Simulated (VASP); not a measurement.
In: single point with PBE

In:

```
CELL_PARAMETERS angstrom
2.54373 -2.24309 -0.33495
2.54373 2.24309 -0.33495
-2.28803 0.00000 9.89640
ATOMIC_POSITIONS crystal
In 0.87517 0.87517 0.12503
In 0.12483 0.12483 0.87497
In 0.37524 0.37524 0.62506
In 0.62476 0.62476 0.37494
```

```
Program             : VASP 6.6.1
Task                : single point
Functional          : PBE
Potentials or basis : VASP PAW PBE potentials, release 64 (In_d)
Cutoff              : 520 eV
k mesh              : 6 × 6 × 2
Occupations         : gaussian, width 0.1 eV
Spin                : no spin polarisation
```

```json
{
  "Pressure": "-0.1 GPa",
  "Band gap on the k mesh": "zero (band 26 reaches 10.81 eV, above the bottom of band 27 at 5.90 eV)"
}
```

Stress tensor (GPa, compression positive):
```
-0.09  0.00  0.23
 0.00 -0.06  0.00
 0.23  0.00 -0.13
```

Levels at points of the mesh, in eV from the Fermi level:
```tsv
k point	band 22	band 23	band 24	band 25	band 26	band 27	band 28	band 29	band 30	band 31
(0.00, 0.00, 0.00)	-7.40	-7.39	-2.00	-1.95	3.87	4.54	5.65	5.66	5.78	5.79
(0.50, 0.00, 0.00)	-5.47	-4.82	-4.82	-1.91	-1.91	-0.50	-0.50	4.36	4.36	6.35
(0.50, 0.50, 0.00)	-2.55	-2.53	-2.53	-1.30	-1.29	0.19	0.20	0.78	0.78	1.39
(0.00, 0.00, 0.50)	-8.75	-5.12	-5.12	1.94	1.94	4.34	4.34	4.94	4.94	7.45
(0.50, 0.00, 0.50)	-5.59	-4.93	-3.38	-3.34	-2.82	0.86	0.87	2.88	2.88	5.80
(0.50, 0.50, 0.50)	-3.06	-1.64	-1.64	-1.63	-1.63	-0.76	-0.76	0.95	0.95	3.04
```

Wall time 50 s on 1 thread of Intel(R) Xeon(R) 6975P-C (Granite Rapids), with other jobs on the host, peak memory 0.27 GiB.

Caveat: spin-orbit coupling is left out, which moves the levels of the heavy elements.
